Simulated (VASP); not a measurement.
Input of a VASP 6.6.1 run:

INCAR

```
  PREC = Accurate
  ENCUT = 520
  EDIFF = 1E-6
  ISMEAR = 0
  SIGMA = 0.05
  LREAL = F
  LASPH = T
  NELM = 60
  ALGO = Normal
  ISIF = 2
  LWAVE = F
  LCHARG = F
  GGA = PS
  NBANDS = 12
```

File KPOINTS:

```
Automatic mesh
0
Gamma
  9 9 9
```

The input POSCAR:

```
P
1.0
    1.7257251780      0.9963478961      3.1296800121
   -1.7257251780      0.9963478961      3.1296800121
    0.0000000000     -1.9926957921      3.1296800121
P
2
Direct
    0.7415510000      0.8245840000      0.7219170000
    0.2445530000      0.2587430000      0.2181920000
```

Potentials or basis: VASP PAW PBE potentials, release 64 (P).

The run is started by

```console
$ cat potpaw_PBE.64/P/POTCAR > POTCAR
$ mpirun -np 1 vasp_std > vasp.out
```

Question: Estimate the band gap on the k mesh.

Answer: Zero (band 5 reaches 9.33 eV, above the bottom of band 6 at 8.02 eV).

Question: Estimate the largest force.

Answer: 0.849 eV/Å.

Stress tensor (GPa, compression positive):
```
 -3.82  -1.42  -0.65
 -1.42  -5.70   0.25
 -0.65   0.25 -14.10
```

Caveat: the cell differs from its parent crystal (atoms moved at random); the PAW data sets were made with another functional, which shifts forces and pressure a little.
